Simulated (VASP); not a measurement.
A run of VASP 6.6.1:

Contents of INCAR:

```
ALGO     = Normal         # electronic algorithm
EDIFF    = 1E-7           # SCF threshold, eV
EDIFFG   = -0.01          # ionic threshold
ENCUT    = 600            # plane-wave cutoff, eV
GGA      = PS             # functional
GGA_COMPAT= F            
IBRION   = 2              # ionic algorithm
ISIF     = 3              # what is computed and relaxed
ISMEAR   = 0              # smearing method
LASPH    = T              # aspherical terms in the spheres
LCHARG   = F              # write CHGCAR
LREAL    = F              # projectors in reciprocal space
LWAVE    = F              # write WAVECAR
NELM     = 120            # most SCF steps
NELMIN   = 4            
NSW      = 80             # ionic steps
PREC     = Accurate       # precision mode
SIGMA    = 0.1            # smearing width, eV
```

Contents of KPOINTS:

```
k-points
0
Gamma
  8 8 8
```

Contents of POSCAR:

```
C
1.0
    1.2280287100      0.7090027100      3.3470114500
   -1.2280287100      0.7090027100      3.3470114500
    0.0000000000     -1.4180054100      3.3470114500
C
2
Direct
    0.8360000000      0.8360000000      0.8360000000
    0.1640000000      0.1640000000      0.1640000000
```

Potentials or basis: VASP PAW PBE potentials, release 64 (C).

Run with:

```sh
$ cat potpaw_PBE.64/C/POTCAR > POTCAR
$ mpirun -np 1 vasp_std > vasp.out
```

Hardware: 1 thread of Intel Xeon 8259CL, on a shared host.

Problem. Estimate the wall time of this run.

Solution. Wall time 3.8 min on 1 thread of Intel Xeon 8259CL, with other jobs on the host, peak memory 0.16 GiB. Counts: scf iterations 85, k points 65, ion steps 12.
